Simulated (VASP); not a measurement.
Wanted: the native input for a VASP 6.6.1 run.

* Task: single point
* Functional: r2SCAN
* Potentials or basis: VASP PAW PBE potentials, release 64 (Ti_sv, O)
* Cutoff: 520 eV
* k mesh: 8 × 8 × 8
* Occupations: gaussian, width 0.05 eV
* Spin: no spin polarisation
* Dipole correction: no
* Further INCAR settings: ALGO = Normal; EDIFF = 1e-06; NBANDS = 19

Crystal: TiO2.

```xyz
3
Lattice="1.4973 0.8645 7.3306 -1.4973 0.8645 7.3306 0.0000 -1.7290 7.3306" Properties=species:S:1:pos:R:3 pbc="T T T"
Ti    0.0000    0.0000    0.0000
O     0.0000    0.0000   13.6452
O     0.0000    0.0000    8.3466
```

These files were run (other wordings do the same):

POSCAR

```
TiO2
1.0
    1.4973310000      0.8644850000      7.3306212000
   -1.4973310000      0.8644850000      7.3306212000
    0.0000000000     -1.7289690000      7.3306212000
Ti O
1 2
Direct
    0.0000000000      0.0000000000      0.0000000000
    0.6204670000      0.6204670000      0.6204670000
    0.3795330000      0.3795330000      0.3795330000
```

INCAR.step1

```
SYSTEM = TiO2
  PREC = Accurate
  ENCUT = 520
  ISMEAR = 0
  SIGMA = 0.05
  LREAL = .FALSE.
  LASPH = .TRUE.
  NELM = 60
  NBANDS = 19
  GGA = PE
  ALGO = Normal
  EDIFF = 1E-4
  LWAVE = .TRUE.
  LCHARG = .FALSE.
```

INCAR.step2

```
SYSTEM = TiO2
  PREC = Accurate
  ENCUT = 520
  EDIFF = 1E-6
  ISMEAR = 0
  SIGMA = 0.05
  LREAL = .FALSE.
  LASPH = .TRUE.
  NELM = 60
  ALGO = Normal
  ISIF = 2
  LWAVE = .FALSE.
  LCHARG = .FALSE.
  METAGGA = R2SCAN
  LMIXTAU = .TRUE.
  NBANDS = 19
  ISTART = 1
```

KPOINTS

```
Automatic mesh
0
G
  8 8 8
  0 0 0
```

Potentials or basis: VASP PAW PBE potentials, release 64 (Ti_sv, O).

The run is started by

```bash
$ cat potpaw_PBE.64/Ti_sv/POTCAR potpaw_PBE.64/O/POTCAR > POTCAR
$ cp INCAR.step1 INCAR
$ mpirun -np 1 vasp_std > vasp.out
$ cp INCAR.step2 INCAR
$ mpirun -np 1 vasp_std > vasp.out
```

Results of the run:

```
Pressure               : -6.3 GPa
Largest force          : 1.311 eV/Å
Band gap on the k mesh : 3.04 eV (least direct gap 3.19 eV)
```

Caveat: the cell stands under tension; the PAW data sets were made with another functional, which shifts forces and pressure a little.

It took 14 min on 1 thread of Intel(R) Xeon(R) 6975P-C (Granite Rapids), with other jobs on the host, peak memory 0.49 GiB.
